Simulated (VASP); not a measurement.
Input of a VASP 6.6.1 run:

INCAR

```
SYSTEM = CuSb2
PREC = Accurate ; ENCUT = 600
EDIFF = 1E-6 ; ISMEAR = 0
SIGMA = 0.05 ; LREAL = .FALSE.
LASPH = .TRUE. ; NELM = 60
ALGO = Normal ; ISIF = 4
LWAVE = .FALSE. ; LCHARG = .FALSE.
GGA = PE ; IBRION = 2
NSW = 60 ; EDIFFG = -0.01
```

Contents of KPOINTS:

```
regular mesh
0
G
  10 10 8
  0 0 0
```

Contents of POSCAR:

```
CuSb2
1.0
    4.1203501214      0.0000000000      0.0000000000
   -2.0601750607      3.5683278776      0.0000000000
    0.0000000000      0.0000000000      5.0825623809
Cu Sb
1 2
Direct
    0.0000000000      0.0000000000      0.0000000000
    0.3333333333      0.6666666667      0.2478099591
    0.6666666667      0.3333333333      0.7521900409
```

Potentials or basis: VASP PAW PBE potentials, release 64 (Cu, Sb).

The run is started by

```sh
$ cat potpaw_PBE.64/Cu/POTCAR potpaw_PBE.64/Sb/POTCAR > POTCAR
$ mpirun -np 1 vasp_std > vasp.out
```

(1) Predict the band gap on the k mesh.

Results:

(1) zero (an odd number of electrons rules out a gap without spin polarisation).

Caveat: spin-orbit coupling is left out, which moves the levels of the heavy elements; an odd number of electrons without spin polarisation forces a metal; a magnetic or distorted state may lie lower.
